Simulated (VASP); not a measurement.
# KTe2H (I4/mcm) in VASP: single point with r2SCAN

Aim: the single point of KTe2H with r2SCAN.

Program: VASP 6.6.1. These are calculated values, not measurements. Logs are shortened: lines on timing, memory, paths and dates and some standing lists are left out, and cuts for length are marked.

## (1) The cell of the first run

It takes space group I4/mcm (No. 140, tetragonal). The conventional cell has a = 7.774 Å, b = 7.774 Å, c = 7.456 Å, α = 90.00°, β = 90.00°, γ = 90.00°. K (site symmetry 422) has 8 Te at 3.58 Å and 2 K at 3.73 Å and 4 H at 3.89 Å within 4.7 Å. Within 3.1 Å of H (site symmetry -42m) lie 4 Te at 2.33 Å. Within 3.1 Å of Te (site symmetry m2m) lie 2 H at 2.33 Å and 1 Te at 2.81 Å.

## (2) Single point, r2SCAN

POSCAR

```
KTe2H
1.0
   -3.8870416991      3.8870416991      3.7281771759
    3.8870416991     -3.8870416991      3.7281771759
    3.8870416991      3.8870416991     -3.7281771759
K H Te
2 2 4
Direct
    0.2500000000      0.2500000000      0.0000000000
    0.7500000000      0.7500000000      0.0000000000
    0.7500000000      0.2500000000      0.5000000000
    0.2500000000      0.7500000000      0.5000000000
    0.1277564812      0.3722435188      0.5000000000
    0.3722435188      0.8722435188      0.2444870377
    0.8722435188      0.6277564812      0.5000000000
    0.6277564812      0.1277564812      0.7555129623
```

INCAR.step1

```
SYSTEM = KTe2H
  PREC = Accurate
  ENCUT = 550
  ISMEAR = 1
  SIGMA = 0.0762
  LREAL = .FALSE.
  LASPH = .TRUE.
  NELM = 120
  NBANDS = 32
  GGA = PE
  ALGO = Normal
  EDIFF = 1E-5
  LWAVE = .TRUE.
  LCHARG = .FALSE.
  GGA_COMPAT = .FALSE.
```

INCAR.step2

```
SYSTEM = KTe2H
  PREC = Accurate
  ENCUT = 550
  EDIFF = 1E-6
  ISMEAR = 1
  SIGMA = 0.0762
  LREAL = .FALSE.
  LASPH = .TRUE.
  NELM = 120
  ALGO = Normal
  ISIF = 2
  LWAVE = .FALSE.
  LCHARG = .FALSE.
  METAGGA = R2SCAN
  LMIXTAU = .TRUE.
  NBANDS = 32
  ISTART = 1
  GGA_COMPAT = .FALSE.
```

KPOINTS

```
Automatic mesh
0
G
  6 6 6
  0 0 0
```

Potentials or basis: VASP PAW PBE potentials, release 64 (K_sv, H, Te).

Command:

```sh
> cat potpaw_PBE.64/K_sv/POTCAR potpaw_PBE.64/H/POTCAR potpaw_PBE.64/Te/POTCAR > POTCAR
> cp INCAR.step1 INCAR
> mpirun -np 1 vasp_std > vasp.out
> cp INCAR.step2 INCAR
> mpirun -np 1 vasp_std > vasp.out
```

OUTCAR:

```text
SYSTEM = KTe2H
   PREC = Accurate
   ENCUT = 550
   EDIFF = 1E-6
   ISMEAR = 1
   LREAL = .FALSE.
   LASPH = .TRUE.
   NELM = 120
   ISIF = 2
   METAGGA = R2SCAN
   ISTART = 1

 ion  position               nearest neighbor table
   1  0.250  0.250  0.000-   7 3.58   5 3.58   5 3.58   7 3.58   6 3.58   8 3.58   8 3.58   6 3.58
                             2 3.73   2 3.73
   2  0.750  0.750  0.000-   5 3.58   7 3.58   7 3.58   5 3.58   8 3.58   6 3.58   8 3.58   6 3.58
                             1 3.73   1 3.73
   3  0.750  0.250  0.500-
   4  0.250  0.750  0.500-
   5  0.128  0.372  0.500-   7 2.81   1 3.58   2 3.58   1 3.58   2 3.58
   6  0.372  0.872  0.244-   8 2.81   1 3.58   2 3.58   1 3.58   2 3.58
   7  0.872  0.628  0.500-   5 2.81   2 3.58   1 3.58   2 3.58   1 3.58
   8  0.628  0.128  0.756-   6 2.81   2 3.58   1 3.58   2 3.58   1 3.58

  LATTYP: Found a body centered tetragonal cell.
 ALAT       =     7.7740833982
 C/A-ratio  =     0.9591297096

  Lattice vectors:

 A1 = (  -3.8870416991,   3.8870416991,   3.7281771759)
 A2 = (   3.8870416991,  -3.8870416991,   3.7281771759)
 A3 = (   3.8870416991,   3.8870416991,  -3.7281771759)

Analysis of symmetry for initial positions (statically):
=====================================================================
 Subroutine PRICEL returns:
 Original cell was already a primitive cell.

 Routine SETGRP: Setting up the symmetry group for a
 body centered tetragonal supercell.

 Subroutine GETGRP returns: Found 16 space group operations
 (whereof  8 operations were pure point group operations)
 out of a pool of 16 trial point group operations.

The static configuration has the point symmetry C_4h.
 The point group associated with its full space group is D_4h.

Analysis of symmetry for dynamics (positions and initial velocities):
=====================================================================
 Subroutine PRICEL returns:
 Original cell was already a primitive cell.

 Routine SETGRP: Setting up the symmetry group for a
 body centered tetragonal supercell.

 Subroutine GETGRP returns: Found 16 space group operations
 (whereof  8 operations were pure point group operations)
 out of a pool of 16 trial point group operations.

The dynamic configuration has the point symmetry C_4h.
 The point group associated with its full space group is D_4h.

 Subroutine INISYM returns: Found 16 space group operations
 (whereof  8 operations are pure point group operations),
 and found     1 'primitive' translations

----------------------------------------------------------------------------------------

                                     Primitive cell

  volume of cell :     225.3175

  direct lattice vectors                    reciprocal lattice vectors
    -3.887041699  3.887041699  3.728177176     0.000000000  0.128632528  0.134113798
     3.887041699 -3.887041699  3.728177176     0.128632528  0.000000000  0.134113798
     3.887041699  3.887041699 -3.728177176     0.128632528  0.128632528  0.000000000

  length of vectors
     6.642099924  6.642099924  6.642099924     0.185830132  0.185830132  0.181913866

  position of ions in fractional coordinates (direct lattice)
     0.250000000  0.250000000  0.000000000
     0.750000000  0.750000000  0.000000000
     0.750000000  0.250000000  0.500000000
     0.250000000  0.750000000  0.500000000
     0.127756481  0.372243519  0.500000000
     0.372243519  0.872243519  0.244487038
     0.872243519  0.627756481  0.500000000
     0.627756481  0.127756481  0.755512962

  ion indices of the primitive-cell ions
   primitive index   ion index
                 1           1
                 2           2
                 3           3
                 4           4
                 5           5
                 6           6
                 7           7
                 8           8

----------------------------------------------------------------------------------------

 KPOINTS: Automatic mesh

Automatic generation of k-mesh.
 Grid dimensions read from file:
 generate k-points for:    6    6    6

 Generating k-lattice:

  Cartesian coordinates                     Fractional coordinates (reciprocal lattice)
     0.000000000  0.021438755  0.022352300     0.166666667  0.000000000  0.000000000
     0.021438755  0.000000000  0.022352300     0.000000000  0.166666667  0.000000000
     0.021438755  0.021438755  0.000000000     0.000000000  0.000000000  0.166666667

  Length of vectors
     0.030971689  0.030971689  0.030318978

  Shift w.r.t. Gamma in fractional coordinates (k-lattice)
     0.000000000  0.000000000  0.000000000

 Subroutine IBZKPT returns following result:
 ===========================================

 Found     30 irreducible k-points:

 Following reciprocal coordinates:
            Coordinates               Weight
  0.000000  0.000000  0.000000      1.000000
  0.166667 -0.000000  0.000000      8.000000
  0.333333 -0.000000  0.000000      8.000000
  0.500000 -0.000000  0.000000      4.000000
  0.166667  0.166667  0.000000      8.000000
  0.333333  0.166667  0.000000     16.000000
[... 16 lines left out ...]
 -0.333333 -0.333333  0.166667      8.000000
 -0.166667 -0.333333  0.166667      8.000000
 [... further k-points ...]
   k-points           NKPTS =     30   k-points in BZ     NKDIM =     30   number of bands    NBANDS=     32
   number of dos      NEDOS =    301   number of ions     NIONS =      8
   total plane-waves  NPLWV = 157464
   dimension x,y,z NGX =    54 NGY =   54 NGZ =   54
   dimension x,y,z NGXF=   108 NGYF=  108 NGZF=  108
   ions per type =               2   2   4
   NGX,Y,Z   is equivalent  to a cutoff of  13.52, 13.52, 13.52 a.u.
   NGXF,Y,Z  is equivalent  to a cutoff of  27.03, 27.03, 27.03 a.u.
 SYSTEM =  KTe2H
   PREC   = accura    normal or accurate (medium, high low for compatibility)
   ISTART =      1    job   : 0-new  1-cont  2-samecut
   ICHARG =      0    charge: 1-file 2-atom 10-const
   ISPIN  =      1    spin polarized calculation?
   LNONCOLLINEAR =      F non collinear calculations
   LSORBIT =      F    spin-orbit coupling
   LASPH  =      T    aspherical Exc in radial PAW
   ENCUT  =  550.0 eV  40.42 Ry    6.36 a.u.  12.70 12.70 12.70*2*pi/ulx,y,z
   NELM   =    120;   NELMIN=  2; NELMDL=  0     # of ELM steps
   EDIFF  = 0.1E-05   stopping-criterion for ELM
   LREAL  =      F    real-space projection
   EDIFFG = 0.1E-04   stopping-criterion for IOM
   NSW    =      0    number of steps for IOM
   IBRION =     -1    ionic relax: 0-MD 1-quasi-New 2-CG
   NFREE  =      0    steps in history (QN), initial steepest desc. (CG)
   ISIF   =      2    stress and relaxation
   ISYM   =      2    0-nonsym 1-usesym 2-fastsym
   POTIM  = 0.5000    time-step for ionic-motion
   TEBEG  =    0.0;   TEEND  =   0.0 temperature during run
   PSTRESS=    0.0 pullay stress
   NELECT =      44.0000    total number of electrons
   NUPDOWN=      -1.0000    fix difference up-down
   EMIN   =  10.00;   EMAX   =-10.00  energy-range for DOS
   EFERMI =   0.00;   METHOD = LEGACY
   ISMEAR =     1;   SIGMA  =   0.08  broadening in eV -4-tet -1-fermi 0-gaus
   EFERMI_NEDOS =   21; number of points for ismear=-14 and -15
   IALGO  =     38    algorithm
   IMIX   =      4    mixing-type and parameters
     AMIX     =   0.40;   BMIX     =  1.00
     AMIX_MAG =   1.60;   BMIX_MAG =  1.00
  volume/ion in A,a.u.               =      28.16       190.06
  Fermi-wavevector in a.u.,A,eV,Ry     =   0.949790  1.794842 12.273820  0.902100
  Thomas-Fermi vector in A             =   2.078106
   LORBIT       =      0    0 simple, 1 ext, 2 COOP (PROOUT), +10 PAW based schemes
   METAGGA = R2SCAN    functional components
   LHFCALC =     F    Hartree Fock is set to
   AEXX    =    0.0000 exact exchange contribution
   IVDW    =     0    specifies the selected vdW correction
   LEPSILON=     F    determine dielectric tensor
   LRPA    =     F    only Hartree local field effects (RPA)
 non-spin polarized calculation
 Methfessel and Paxton  Order N= 1 SIGMA  =   0.08
  energy-cutoff  :      550.00
  volume of cell :      225.32
 maximum number of plane-waves:      6614
 NGX is ok and might be reduce to    54
   NGX = 25   NGY = 25   NGZ = 25

 number of electron      44.0000001 magnetization

 Free energy of the ion-electron system (eV)
  ---------------------------------------------------
  ext. energy  EPLUGINS =         0.00000000
  ---------------------------------------------------
  free energy    TOTEN  =      -121.28493276 eV

  energy without entropy =     -121.28590165  energy(sigma->0) =     -121.28525572

 E-fermi :   3.3241     XC(G=0):  -8.7520

 val. band max:        3.3210765503   @ k =   0.0000   0.0000   0.0000
 cond. band min:       3.3659123836   @ k =  -0.1667   0.1667   0.0000
 fundamental gap:      0.0448358333
 Fermi energy:         3.3240852403

 k-point     1 :       0.0000    0.0000    0.0000
  band No.  band energies     occupation
      1     -28.3866      2.00000
      2     -28.3612      2.00000
      3     -11.3432      2.00000
      4     -11.1349      2.00000
      5     -11.1349      2.00000
      6     -11.0900      2.00000
[... 24 lines left out ...]
     31       9.2564      0.00000
     32       9.2709      0.00000

 k-point     2 :       0.1667   -0.0000    0.0000
  band No.  band energies     occupation
      1     -28.3849      2.00000
      2     -28.3629      2.00000
      3     -11.3245      2.00000
      4     -11.1402      2.00000
      5     -11.1336      2.00000
      6     -11.0949      2.00000
[... 24 lines left out ...]
     31       9.3914      0.00000
     32       9.4227      0.00000
[... 733 lines left out ...]
     31       8.8357      0.00000
     32       9.1383      0.00000

 k-point    24 :      -0.1667   -0.3333    0.1667
  band No.  band energies     occupation
      1     -28.3741      2.00000
      2     -28.3737      2.00000
      3     -11.2133      2.00000
      4     -11.1892      2.00000
      5     -11.1314      2.00000
      6     -11.1298      2.00000
[... 24 lines left out ...]
     31       9.1168      0.00000
     32       9.2508      0.00000

 [... further k-points ...]

------------------------ aborting loop because EDIFF is reached ----------------------------------------

  FORCE on cell =-STRESS in cart. coord.  units (eV):
  Direction    XX          YY          ZZ          XY          YZ          ZX
  --------------------------------------------------------------------------------------
  -------------------------------------------------------------------------------------
  Total        0.0803883      0.0803883     -0.0181739      0.0000000     -0.0000000      0.0000000
  in kB        0.5716214      0.5716214     -0.1292303      0.0000000     -0.0000000      0.0000000
  external PRESSURE =       0.3380042 kB  Pullay stress =       0.0000000 kB

 VOLUME and BASIS-vectors are now :
 -----------------------------------------------------------------------------
  energy-cutoff  :      550.00
  volume of cell :      225.32
      direct lattice vectors                 reciprocal lattice vectors
    -3.887041699  3.887041699  3.728177176     0.000000000  0.128632528  0.134113798
     3.887041699 -3.887041699  3.728177176     0.128632528  0.000000000  0.134113798
     3.887041699  3.887041699 -3.728177176     0.128632528  0.128632528  0.000000000

 POSITION                                       TOTAL-FORCE (eV/Angst)
 -----------------------------------------------------------------------------------
      0.00000      0.00000      1.86409         0.000000     -0.000000      0.000000
      0.00000      0.00000      5.59227         0.000000     -0.000000      0.000000
     -0.00000      3.88704      1.86409         0.000000     -0.000000      0.000000
      3.88704     -0.00000      1.86409         0.000000     -0.000000      0.000000
      2.89385      0.99319      0.00000        -0.022618      0.022618      0.000000
      2.89385     -0.99319      3.72818        -0.022618     -0.022618      0.000000
      0.99319      2.89385      3.72818         0.022618     -0.022618      0.000000
      0.99319      4.88023      0.00000         0.022618      0.022618     -0.000000
 -----------------------------------------------------------------------------------
    total drift:                                0.000000     -0.000000      0.000000

  FREE ENERGIE OF THE ION-ELECTRON SYSTEM (eV)
  ---------------------------------------------------
  free  energy   TOTEN  =      -121.2849327579 eV

  energy  without entropy=     -121.2859016491  energy(sigma->0) =     -121.28525572
```

Wall time 36 min (1 thread of Intel Xeon 8259CL, shared host); peak memory 0.56 GiB.

What came out:

```
Free energy   : -121.2849 eV
Pressure      : 0.0 GPa
Largest force : 0.032 eV/Å
```

Forces in eV/Å, atoms in the order of the input:
```
K    0.000  0.000  0.000
K    0.000  0.000  0.000
H    0.000  0.000  0.000
H    0.000  0.000  0.000
Te  -0.023  0.023  0.000
Te  -0.023 -0.023  0.000
Te   0.023 -0.023  0.000
Te   0.023  0.023  0.000
```

Caveat: the PAW data sets were made with another functional, which shifts forces and pressure a little; spin-orbit coupling is left out, which moves the levels of the heavy elements.
